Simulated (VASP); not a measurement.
# SnO2 in VASP: further runs

Runs on SnO2. Level: PBE. Tasks: relaxation of shape and atoms at fixed volume, single point.

All numbers are computed with VASP 6.6.1; they aren't measurements. Logs are shortened: lines on timing, memory, paths and dates and some standing lists are left out, and cuts for length are marked.

**1. The cell of the first run**

The structure is tetragonal, space group P4_2/mnm (No. 136). The conventional cell has a = 5.017 Å, b = 5.017 Å, c = 3.298 Å, α = 90.00°, β = 90.00°, γ = 90.00°. Within 2.8 Å of Sn (site symmetry mmm) lie 6 O at 2.14 to 2.19 Å. Within 2.8 Å of O (site symmetry m2m) lie 3 Sn at 2.14 to 2.19 Å and 1 O at 2.71 Å.

**2. Relaxation of shape and atoms at fixed volume, PBE (volume scaled by 1.100)**

The input, INCAR:

```
SYSTEM = SnO2
  ALGO = Normal
  EDIFF = 1E-6
  EDIFFG = -0.01
  ENCUT = 600
  GGA = PE
  IBRION = 2
  ISIF = 4
  ISMEAR = 0
  LASPH = .True.
  LCHARG = .False.
  LREAL = .False.
  LWAVE = .False.
  NELM = 100
  NSW = 60
  PREC = Accurate
  SIGMA = 0.05
```

The input, KPOINTS:

```
k-points
0
Gamma
  6 6 10
  0 0 0
```

The input, POSCAR:

```
SnO2
1.0
    5.0172191325      0.0000000000      0.0000000000
    0.0000000000      5.0172191325      0.0000000000
    0.0000000000      0.0000000000      3.2977283999
Sn O
2 4
Direct
    0.0000000000      0.0000000000      0.0000000000
    0.5000000000      0.5000000000      0.5000000000
    0.3087126516      0.3087126516      0.0000000000
    0.8087126516      0.1912873484      0.5000000000
    0.1912873484      0.8087126516      0.5000000000
    0.6912873484      0.6912873484      0.0000000000
```

Potentials or basis: VASP PAW PBE potentials, release 64 (Sn_d, O).

Run with:

```console
$ cat potpaw_PBE.64/Sn_d/POTCAR potpaw_PBE.64/O/POTCAR > POTCAR
$ mpirun -np 1 vasp_std > vasp.out
```

OUTCAR:

```text
SYSTEM = SnO2
   EDIFF = 1E-6
   EDIFFG = -0.01
   ENCUT = 600
   GGA = PE
   IBRION = 2
   ISIF = 4
   ISMEAR = 0
   LASPH = .True.
   LREAL = .False.
   NELM = 100
   NSW = 60
   PREC = Accurate

 ion  position               nearest neighbor table
   1  0.000  0.000  0.000-   4 2.14   5 2.14   4 2.14   5 2.14   3 2.19   6 2.19
   2  0.500  0.500  0.500-   3 2.14   6 2.14   3 2.14   6 2.14   5 2.19   4 2.19
   3  0.309  0.309  0.000-   2 2.14   2 2.14   1 2.19
   4  0.809  0.191  0.500-   1 2.14   1 2.14   2 2.19
   5  0.191  0.809  0.500-   1 2.14   1 2.14   2 2.19
   6  0.691  0.691  0.000-   2 2.14   2 2.14   1 2.19

  LATTYP: Found a simple tetragonal cell.
 ALAT       =     5.0172191325
 C/A-ratio  =     0.6572821144

  Lattice vectors:

 A1 = (   5.0172191325,   0.0000000000,   0.0000000000)
 A2 = (   0.0000000000,   5.0172191325,   0.0000000000)
 A3 = (   0.0000000000,   0.0000000000,   3.2977283999)

Analysis of symmetry for initial positions (statically):
=====================================================================
 Subroutine PRICEL returns:
 Original cell was already a primitive cell.

 Routine SETGRP: Setting up the symmetry group for a
 simple tetragonal supercell.

 Subroutine GETGRP returns: Found 16 space group operations
 (whereof  8 operations were pure point group operations)
 out of a pool of 16 trial point group operations.

The static configuration has the point symmetry D_2h.
 The point group associated with its full space group is D_4h.

Analysis of symmetry for dynamics (positions and initial velocities):
=====================================================================
 Subroutine PRICEL returns:
 Original cell was already a primitive cell.

 Routine SETGRP: Setting up the symmetry group for a
 simple tetragonal supercell.

 Subroutine GETGRP returns: Found 16 space group operations
 (whereof  8 operations were pure point group operations)
 out of a pool of 16 trial point group operations.

The dynamic configuration has the point symmetry D_2h.
 The point group associated with its full space group is D_4h.

 Subroutine INISYM returns: Found 16 space group operations
 (whereof  8 operations are pure point group operations),
 and found     1 'primitive' translations

----------------------------------------------------------------------------------------

                                     Primitive cell

  volume of cell :      83.0120

  direct lattice vectors                    reciprocal lattice vectors
     5.017219133  0.000000000  0.000000000     0.199313599  0.000000000  0.000000000
     0.000000000  5.017219133  0.000000000     0.000000000  0.199313599  0.000000000
     0.000000000  0.000000000  3.297728400     0.000000000  0.000000000  0.303239042

  length of vectors
     5.017219133  5.017219133  3.297728400     0.199313599  0.199313599  0.303239042

  position of ions in fractional coordinates (direct lattice)
     0.000000000  0.000000000  0.000000000
     0.500000000  0.500000000  0.500000000
     0.308712652  0.308712652  0.000000000
     0.808712652  0.191287348  0.500000000
     0.191287348  0.808712652  0.500000000
     0.691287348  0.691287348  0.000000000

  ion indices of the primitive-cell ions
   primitive index   ion index
                 1           1
                 2           2
                 3           3
                 4           4
                 5           5
                 6           6

----------------------------------------------------------------------------------------

 KPOINTS: k-points

Automatic generation of k-mesh.
 Grid dimensions read from file:
 generate k-points for:    6    6   10

 Generating k-lattice:

  Cartesian coordinates                     Fractional coordinates (reciprocal lattice)
     0.033218933  0.000000000  0.000000000     0.166666667  0.000000000  0.000000000
     0.000000000  0.033218933  0.000000000     0.000000000  0.166666667  0.000000000
     0.000000000  0.000000000  0.030323904     0.000000000  0.000000000  0.100000000

  Length of vectors
     0.033218933  0.033218933  0.030323904

  Shift w.r.t. Gamma in fractional coordinates (k-lattice)
     0.000000000  0.000000000  0.000000000

 Subroutine IBZKPT returns following result:
 ===========================================

 Found     60 irreducible k-points:

 Following reciprocal coordinates:
            Coordinates               Weight
  0.000000  0.000000  0.000000      1.000000
  0.166667  0.000000  0.000000      4.000000
  0.333333  0.000000  0.000000      4.000000
  0.500000  0.000000  0.000000      2.000000
  0.166667  0.166667  0.000000      4.000000
  0.333333  0.166667  0.000000      8.000000
[... 16 lines left out ...]
  0.333333  0.000000  0.200000      8.000000
  0.500000  0.000000  0.200000      4.000000
 [... further k-points ...]
   k-points           NKPTS =     60   k-points in BZ     NKDIM =     60   number of bands    NBANDS=     31
   number of dos      NEDOS =    301   number of ions     NIONS =      6
   total plane-waves  NPLWV =  44800
   dimension x,y,z NGX =    40 NGY =   40 NGZ =   28
   dimension x,y,z NGXF=    80 NGYF=   80 NGZF=   56
   ions per type =               2   4
   NGX,Y,Z   is equivalent  to a cutoff of  13.25, 13.25, 14.12 a.u.
   NGXF,Y,Z  is equivalent  to a cutoff of  26.51, 26.51, 28.23 a.u.
 SYSTEM =  SnO2
   PREC   = accura    normal or accurate (medium, high low for compatibility)
   ISTART =      0    job   : 0-new  1-cont  2-samecut
   ICHARG =      2    charge: 1-file 2-atom 10-const
   ISPIN  =      1    spin polarized calculation?
   LNONCOLLINEAR =      F non collinear calculations
   LSORBIT =      F    spin-orbit coupling
   LASPH  =      T    aspherical Exc in radial PAW
   ENCUT  =  600.0 eV  44.10 Ry    6.64 a.u.  10.02 10.02  6.59*2*pi/ulx,y,z
   NELM   =    100;   NELMIN=  2; NELMDL= -5     # of ELM steps
   EDIFF  = 0.1E-05   stopping-criterion for ELM
   LREAL  =      F    real-space projection
   EDIFFG = -.1E-01   stopping-criterion for IOM
   NSW    =     60    number of steps for IOM
   IBRION =      2    ionic relax: 0-MD 1-quasi-New 2-CG
   NFREE  =      1    steps in history (QN), initial steepest desc. (CG)
   ISIF   =      4    stress and relaxation
   ISYM   =      2    0-nonsym 1-usesym 2-fastsym
   POTIM  = 0.5000    time-step for ionic-motion
   TEBEG  =    0.0;   TEEND  =   0.0 temperature during run
   PSTRESS=    0.0 pullay stress
   NELECT =      52.0000    total number of electrons
   NUPDOWN=      -1.0000    fix difference up-down
   EMIN   =  10.00;   EMAX   =-10.00  energy-range for DOS
   EFERMI =   0.00;   METHOD = LEGACY
   ISMEAR =     0;   SIGMA  =   0.05  broadening in eV -4-tet -1-fermi 0-gaus
   EFERMI_NEDOS =   21; number of points for ismear=-14 and -15
   IALGO  =     38    algorithm
   IMIX   =      4    mixing-type and parameters
     AMIX     =   0.40;   BMIX     =  1.00
     AMIX_MAG =   1.60;   BMIX_MAG =  1.00
  volume/ion in A,a.u.               =      13.84        93.37
  Fermi-wavevector in a.u.,A,eV,Ry     =   1.400755  2.647044 26.696200  1.962115
  Thomas-Fermi vector in A             =   2.523684
   LORBIT       =      0    0 simple, 1 ext, 2 COOP (PROOUT), +10 PAW based schemes
   GGA     = PE    functional components
   LHFCALC =     F    Hartree Fock is set to
   AEXX    =    0.0000 exact exchange contribution
   IVDW    =     0    specifies the selected vdW correction
   LEPSILON=     F    determine dielectric tensor
   LRPA    =     F    only Hartree local field effects (RPA)
 conjugate gradient relaxation of ions
 non-spin polarized calculation
 Gauss-broadening in eV      SIGMA  =   0.05
  energy-cutoff  :      600.00
  volume of cell :       83.01
 maximum number of plane-waves:      2812
   NGX = 21   NGY = 21   NGZ = 13

--------------------------------------- Ionic step        1  -------------------------------------------

 number of electron      52.0000020 magnetization

 Free energy of the ion-electron system (eV)
  ---------------------------------------------------
  ext. energy  EPLUGINS =         0.00000000
  ---------------------------------------------------
  free energy    TOTEN  =       -37.03007325 eV

  energy without entropy =      -37.02991422  energy(sigma->0) =      -37.02999374

------------------------ aborting loop because EDIFF is reached ----------------------------------------

  FORCE on cell =-STRESS in cart. coord.  units (eV):
  Direction    XX          YY          ZZ          XY          YZ          ZX
  --------------------------------------------------------------------------------------
  -------------------------------------------------------------------------------------
  Total       -6.1248489     -6.1248489     -6.7669129      0.0000000      0.0000000      0.0000000
  in kB     -118.2129182   -118.2129182   -130.6051032      0.0000000      0.0000000      0.0000000
  external PRESSURE =    -122.3436466 kB  Pullay stress =       0.0000000 kB
[... 65 lines left out ...]
  energy  without entropy=      -37.0325596600  energy(sigma->0) =      -37.03264805

--------------------------------------- Ionic step        3  -------------------------------------------

 number of electron      52.0000018 magnetization

 Free energy of the ion-electron system (eV)
  ---------------------------------------------------
  ext. energy  EPLUGINS =         0.00000000
  ---------------------------------------------------
  free energy    TOTEN  =       -37.03325441 eV

  energy without entropy =      -37.03306174  energy(sigma->0) =      -37.03315808

 E-fermi :   4.4568     XC(G=0): -10.4669

 val. band max:        4.4248263534   @ k =   0.0000   0.0000   0.0000
 cond. band min:       4.4690478821   @ k =   0.0000   0.0000   0.0000
 fundamental gap:      0.0442215287
 Fermi energy:         4.4567923096

 k-point     1 :       0.0000    0.0000    0.0000
  band No.  band energies     occupation
      1     -16.4802      2.00000
      2     -16.0454      2.00000
      3     -15.8712      2.00000
      4     -15.8443      2.00000
      5     -15.8443      2.00000
      6     -15.8037      2.00000
[... 805 lines left out ...]
     30      12.0831      0.00000
     31      12.7931      0.00000

 [... further k-points ...]
[... 5 lines left out ...]
  --------------------------------------------------------------------------------------
  -------------------------------------------------------------------------------------
  Total       -6.0569673     -6.0569673     -6.0955605      0.0000000      0.0000000      0.0000000
  in kB     -116.9027669   -116.9027669   -117.6476367      0.0000000      0.0000000      0.0000000
  external PRESSURE =    -117.1510569 kB  Pullay stress =       0.0000000 kB
[... 21 lines left out ...]
  FREE ENERGIE OF THE ION-ELECTRON SYSTEM (eV)
  ---------------------------------------------------
  free  energy   TOTEN  =       -37.0332544113 eV

  energy  without entropy=      -37.0330617400  energy(sigma->0) =      -37.03315808

 reached required accuracy - stopping structural energy minimisation
```

Wall time 12 min (1 thread of AMD EPYC 7R13, shared host); peak memory 0.28 GiB.

Results:

```
Free energy               : -37.0333 eV
Energy gained by relaxing : 0.5 meV/atom
Ionic steps               : 3
Pressure after relaxing   : -11.7 GPa
```

Forces on the atoms (eV/Å):
```
Sn   0.000  0.000  0.000
Sn   0.000  0.000  0.000
O    0.002  0.002  0.000
O    0.002 -0.002  0.000
O   -0.002  0.002  0.000
O   -0.002 -0.002  0.000
```

Step by step:
```tsv
step	energy change (eV)	largest force (eV/Å)	pressure (GPa)	volume (Å³)
1	0.0000	0.0898	-12.23	83.01
2	-0.0027	0.0352	-11.92	83.01
3	-0.0032	0.0026	-11.72	83.01
```

Final structure:
```cif
data_structure
_symmetry_space_group_name_H-M 'P 1'
_symmetry_Int_Tables_number 1
_cell_length_a 5.0311
_cell_length_b 5.0311
_cell_length_c 3.2796
_cell_angle_alpha 90.000
_cell_angle_beta 90.000
_cell_angle_gamma 90.000
_cell_volume 83.01
loop_
_atom_site_label
_atom_site_type_symbol
_atom_site_fract_x
_atom_site_fract_y
_atom_site_fract_z
_atom_site_occupancy
Sn1 Sn 0.00000 0.00000 0.00000 1
Sn2 Sn 0.50000 0.50000 0.50000 1
O1 O 0.30969 0.30969 0.00000 1
O2 O 0.80969 0.19031 0.50000 1
O3 O 0.19031 0.80969 0.50000 1
O4 O 0.69031 0.69031 0.00000 1
```

Levels at points of the mesh, in eV from the Fermi level:
```tsv
k point	band 23	band 24	band 25	band 26	band 27	band 28	band 29	band 30
(0.00, 0.00, 0.00)	-1.19	-0.67	-0.67	-0.03	0.01	4.96	5.78	5.78
(0.50, 0.00, 0.00)	-1.15	-1.15	-0.57	-0.57	3.04	3.04	6.47	6.47
(0.50, 0.50, 0.00)	-1.24	-1.24	-0.78	-0.78	3.40	3.40	6.63	6.63
(0.00, 0.00, 0.50)	-1.26	-1.26	-1.05	-1.05	4.71	4.71	8.69	8.69
(0.50, 0.00, 0.50)	-0.87	-0.87	-0.80	-0.80	4.92	4.92	6.77	6.77
(0.50, 0.50, 0.50)	-0.86	-0.86	-0.69	-0.69	3.68	3.68	7.95	7.95
```

Caveat: the cell differs from its parent crystal (volume scaled by 1.100); spin-orbit coupling is left out, which moves the levels of the heavy elements.

**3. Single point, PBE (atom 5 (O) moved 0.02 Å along y)**

The input, INCAR:

```
SYSTEM = SnO2
ALGO = Normal
EDIFF = 1E-7
ENCUT = 520
GGA = PE
ISIF = 2
ISMEAR = 0
LASPH = .TRUE.
LCHARG = .TRUE.
LELF = .TRUE.
LREAL = .FALSE.
LVHAR = .TRUE.
LWAVE = .FALSE.
NBANDS = 35
NELM = 100
PREC = Accurate
SIGMA = 0.05
```

The input, KPOINTS:

```
k-points
0
G
  6 6 10
  0 0 0
```

The input, POSCAR:

```
SnO2
1.0
    4.8275742947      0.0000000000      0.0000000000
    0.0000000000      4.8275742947      0.0000000000
    0.0000000000      0.0000000000      3.2381011166
Sn O
2 4
Direct
    0.0000000000      0.0000000000      0.0000000000
    0.5000000000      0.5000000000      0.5000000000
    0.3065775573      0.3065775573      0.0000000000
    0.8065775573      0.1934224427      0.5000000000
    0.1934224427      0.8107204247      0.5000000000
    0.6934224427      0.6934224427      0.0000000000
```

Potentials or basis: VASP PAW PBE potentials, release 64 (Sn_d, O).

Run with:

```console
$ cat potpaw_PBE.64/Sn_d/POTCAR potpaw_PBE.64/O/POTCAR > POTCAR
$ mpirun -np 1 vasp_std > vasp.out
```

OUTCAR:

```text
SYSTEM = SnO2
   EDIFF = 1E-7
   ENCUT = 520
   GGA = PE
   ISIF = 2
   ISMEAR = 0
   LASPH = .TRUE.
   LREAL = .FALSE.
   NELM = 100
   PREC = Accurate

 ion  position               nearest neighbor table
   1  0.000  0.000  0.000-   5 2.08   5 2.08   4 2.09   4 2.09   3 2.09   6 2.09
   2  0.500  0.500  0.500-   3 2.09   6 2.09   3 2.09   6 2.09   4 2.09   5 2.11
   3  0.307  0.307  0.000-   2 2.09   2 2.09   1 2.09
   4  0.807  0.193  0.500-   1 2.09   1 2.09   2 2.09
   5  0.193  0.811  0.500-   1 2.08   1 2.08   2 2.11
[... 1120 lines left out ...]
  -------------------------------------------------------------------------------------
  Total        0.2683612      0.2806619      0.4617951      0.0257929      0.0000000      0.0000000
  in kB        5.6974680      5.9586212      9.8041861      0.5475990      0.0000000      0.0000000
  external PRESSURE =       7.1534251 kB  Pullay stress =       0.0000000 kB

 VOLUME and BASIS-vectors are now :
 -----------------------------------------------------------------------------
  energy-cutoff  :      520.00
  volume of cell :       75.47
      direct lattice vectors                 reciprocal lattice vectors
     4.827574295  0.000000000  0.000000000     0.207143368  0.000000000  0.000000000
     0.000000000  4.827574295  0.000000000     0.000000000  0.207143368  0.000000000
     0.000000000  0.000000000  3.238101117     0.000000000  0.000000000  0.308822969

 POSITION                                       TOTAL-FORCE (eV/Angst)
 -----------------------------------------------------------------------------------
      0.00000      0.00000      0.00000        -0.072724      0.086355      0.000000
      2.41379      2.41379      1.61905        -0.051540      0.036626      0.000000
      1.48003      1.48003      0.00000        -0.003658      0.060138      0.000000
      3.89381      0.93376      1.61905        -0.055431      0.059552      0.000000
      0.93376      3.91381      1.61905         0.179117     -0.249502      0.000000
      3.34755      3.34755      0.00000         0.004237      0.006831      0.000000
 -----------------------------------------------------------------------------------
    total drift:                               -0.000170      0.000162      0.000000

  FREE ENERGIE OF THE ION-ELECTRON SYSTEM (eV)
  ---------------------------------------------------
  free  energy   TOTEN  =       -37.3085086515 eV

  energy  without entropy=      -37.3085086515  energy(sigma->0) =      -37.30850865
```

Wall time 9.6 min (1 thread of AMD EPYC 7R13, shared host); peak memory 0.32 GiB.

Results:

| Item | Value |
| --- | --- |
| Free energy | -37.3085 eV |
| Pressure | 0.7 GPa |
| Largest force | 0.307 eV/Å |
| Band gap on the k mesh | 0.68 eV, direct |

Forces on the atoms (eV/Å):
```
Sn  -0.073  0.086  0.000
Sn  -0.052  0.037  0.000
O   -0.004  0.060  0.000
O   -0.055  0.060  0.000
O    0.179 -0.250  0.000
O    0.004  0.007  0.000
```

Stress tensor (GPa, compression positive):
```
0.57 0.05 0.00
0.05 0.60 0.00
0.00 0.00 0.98
```

Caveat: the cell differs from its parent crystal (atom 5 (O) moved 0.02 Å along y); spin-orbit coupling is left out, which moves the levels of the heavy elements.

**4. Single point, PBE (atom 4 (O) moved 0.08 Å along y)**

The input, INCAR:

```
PREC = Accurate
ENCUT = 520
EDIFF = 1E-6
ISMEAR = 0
SIGMA = 0.05
LREAL = False
LASPH = True
NELM = 100
ALGO = Normal
ISIF = 2
LWAVE = False
LCHARG = False
GGA = PE
NBANDS = 35
```

The input, KPOINTS:

```
Automatic mesh
0
Gamma
  6 6 10
```

Edit POSCAR of step 3 so:

```diff
@@ -11,4 +11,4 @@
     0.3065775573      0.3065775573      0.0000000000
-    0.8065775573      0.1934224427      0.5000000000
-    0.1934224427      0.8107204247      0.5000000000
+    0.8065775573      0.2099939122      0.5000000000
+    0.1934224427      0.8065775573      0.5000000000
     0.6934224427      0.6934224427      0.0000000000
```

Run with:

```console
$ cat potpaw_PBE.64/Sn_d/POTCAR potpaw_PBE.64/O/POTCAR > POTCAR
$ mpirun -np 1 vasp_std > vasp.out
```

Run time: 7.2 min. Hardware: 1 thread of AMD EPYC 7R13, shared host; peak memory 0.32 GiB.

Results (log left out):

| Quantity | Value |
| --- | --- |
| Free energy | -37.2729 eV |
| Pressure | 0.4 GPa |
| Largest force | 1.200 eV/Å |
| Band gap on the k mesh | 0.62 eV, direct |

Forces on the atoms (eV/Å):
```
Sn  -0.254  0.330  0.000
Sn  -0.287  0.211  0.000
O   -0.049 -0.039  0.000
O    0.698 -0.976  0.000
O   -0.148  0.171  0.000
O    0.041  0.303  0.000
```

Stress tensor (GPa, compression positive):
```
 0.60 -0.45  0.00
-0.45  0.21  0.00
 0.00  0.00  0.35
```

Levels at points of the mesh, in eV from the valence-band top:
```
           k point  band 22  band 23  band 24  band 25  band 26  band 27  band 28  band 29  band 30  band 31
(0.00, 0.00, 0.00)    -1.27    -1.24    -0.76    -0.74     0.00     0.62     5.73     6.04     6.05     9.99
(0.50, 0.00, 0.00)    -1.94    -1.24    -1.18    -0.65    -0.57     3.76     4.00     6.81     6.92    10.25
(0.00, 0.50, 0.00)    -1.92    -1.22    -1.19    -0.64    -0.53     3.79     3.93     6.79     6.81    10.23
(0.50, 0.50, 0.00)    -1.91    -1.36    -1.30    -0.89    -0.83     4.16     4.44     7.11     7.22    10.33
(0.00, 0.00, 0.50)    -2.58    -1.56    -1.52    -1.18    -1.17     5.33     5.71     9.12     9.45    10.20
(0.50, 0.00, 0.50)    -1.64    -1.04    -1.02    -0.77    -0.73     5.60     5.94     7.55     7.58    10.45
(0.00, 0.50, 0.50)    -1.67    -1.02    -1.00    -0.79    -0.75     5.57     5.99     7.47     7.71    10.41
(0.50, 0.50, 0.50)    -2.35    -0.93    -0.87    -0.78    -0.77     4.08     4.35     8.60     8.74    10.34
```

Caveat: the cell differs from its parent crystal (atom 4 (O) moved 0.08 Å along y); spin-orbit coupling is left out, which moves the levels of the heavy elements; forces of over 1 eV/Å act on the atoms, so gaps and moduli don't describe the material at rest.

(Part 1 of 2 ends here.)
